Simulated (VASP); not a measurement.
Here is a VASP 6.6.1 calculation.

File POSCAR:

```
RbBr
1.0
    0.0000000000      3.4619018100      3.4619018100
    3.4619018100      0.0000000000      3.4619018100
    3.4619018100      3.4619018100      0.0000000000
Rb Br
1 1
Direct
    0.0000000000      0.0000000000      0.0000000000
    0.5000000000      0.5000000000      0.5000000000
```

The input INCAR.step1:

```
PREC     = Accurate       # precision mode
ENCUT    = 520            # plane-wave cutoff, eV
ISMEAR   = -1             # smearing method
SIGMA    = 0.02           # smearing width, eV
LREAL    = False          # projectors in reciprocal space
LASPH    = True           # aspherical terms in the spheres
NELM     = 100            # most SCF steps
NBANDS   = 15             # bands
GGA      = PE             # functional
ALGO     = Normal         # electronic algorithm
EDIFF    = 1E-4           # SCF threshold, eV
LWAVE    = True           # write WAVECAR
LCHARG   = False          # write CHGCAR
```

File INCAR.step2:

```
PREC     = Accurate       # precision mode
ENCUT    = 520            # plane-wave cutoff, eV
EDIFF    = 1E-7           # SCF threshold, eV
ISMEAR   = -1             # smearing method
SIGMA    = 0.02           # smearing width, eV
LREAL    = False          # projectors in reciprocal space
LASPH    = True           # aspherical terms in the spheres
NELM     = 100            # most SCF steps
ALGO     = Normal         # electronic algorithm
ISIF     = 2              # what is computed and relaxed
LWAVE    = False          # write WAVECAR
LCHARG   = False          # write CHGCAR
METAGGA  = R2SCAN         # meta-GGA
LMIXTAU  = True         
NBANDS   = 15             # bands
ISTART   = 1
```

File KPOINTS:

```
Automatic mesh
0
Gamma
  8 8 8
```

Potentials or basis: VASP PAW PBE potentials, release 64 (Rb_sv, Br).

Run with:

```bash
$ cat potpaw_PBE.64/Rb_sv/POTCAR potpaw_PBE.64/Br/POTCAR > POTCAR
$ cp INCAR.step1 INCAR
$ mpirun -np 1 vasp_std > vasp.out
$ cp INCAR.step2 INCAR
$ mpirun -np 1 vasp_std > vasp.out
```

(1) Predict the pressure.

(2) Estimate the band gap on the k mesh.

Answers

(1) 0.0 GPa.

(2) 4.89 eV, direct.

Caveat: the PAW data sets were made with another functional, which shifts forces and pressure a little.
